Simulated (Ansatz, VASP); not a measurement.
BN in VASP and in Ansatz

```xyz
2
Lattice="0.0000 1.8124 1.8124 1.8124 0.0000 1.8124 1.8124 1.8124 0.0000" Properties=species:S:1:pos:R:3 pbc="T T T"
B     1.8124    1.8124    1.8124
N     0.9062    0.9062    0.9062
```

Alike in both runs: task relaxation of cell and atoms; functional PBE; k mesh 12 × 12 × 12; occupations gaussian, width 0.02 eV; no spin polarisation.

|  | VASP | Ansatz |
| --- | --- | --- |
| version | VASP 6.6.1 | Ansatz 0.2.0 |
| potentials or method | VASP PAW PBE potentials, release 64 (B, N), cutoff 600 eV | scalar-relativistic, plane waves, PAW |
| valence electrons in the cell | 8 | 8 |

|  | VASP | Ansatz | Ansatz less VASP |
| --- | --- | --- | --- |
| gap on the k mesh at the Fermi level, each at its own relaxed structure (eV) | 4.45 | 4.46 | +0.012 |
| relaxed volume (Å³/atom) | 5.95 | 5.95 | 0.000 |
| relaxed cell length with the largest relative difference (Å) | 2.563 | 2.563 | 0.0000 |

Noted on VASP's run: the relaxation stopped at its first step, so nothing moved.
